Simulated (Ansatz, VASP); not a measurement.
# Two plane-wave programs on SnO2

```
Sn O
1.0
     4.82770    0.00000    0.05431
     0.00000    4.82770    0.00000
     0.03643    0.00000    3.23799
Sn O
2 4
Direct
  0.00000 0.00000 0.00000
  0.50000 0.50000 0.50000
  0.30661 0.30661 0.00000
  0.19339 0.80661 0.50000
  0.69339 0.69339 0.00000
  0.80661 0.19339 0.50000
```

Change from the starting cell: strain +0.0225 x Voigt [0, 0, 0, 0, 1, 0], atoms carried along.

Alike in both runs: task single point; functional PBE; k mesh 6 × 6 × 8; occupations gaussian, width 0.05 eV; no spin polarisation.

|  | VASP | Ansatz |
| --- | --- | --- |
| version | VASP 6.6.1 | Ansatz 0.2.0 |
| potentials or method | VASP PAW PBE potentials, release 64 (Sn_d, O), cutoff 520 eV | scalar-relativistic, plane waves, PAW |
| valence electrons in the cell | 52 | 52 |

|  | VASP | Ansatz | Ansatz less VASP |
| --- | --- | --- | --- |
| gap on the k mesh at the Fermi level (eV) | 0.67 | 0.68 | +0.012 |
| least direct gap on the mesh (eV) | 0.67 | 0.68 | +0.012 |
| pressure (GPa) | 0.7 | 0.1 | -0.60 |
| traceless stress, the component that is largest in VASP (GPa) | -2.23 | -2.20 | +0.031 |
| rms of the force components (eV/Å) | 0.049 | 0.045 | -0.0037 |

Atom by atom the forces differ by 0.008 eV/Å (rms over components).
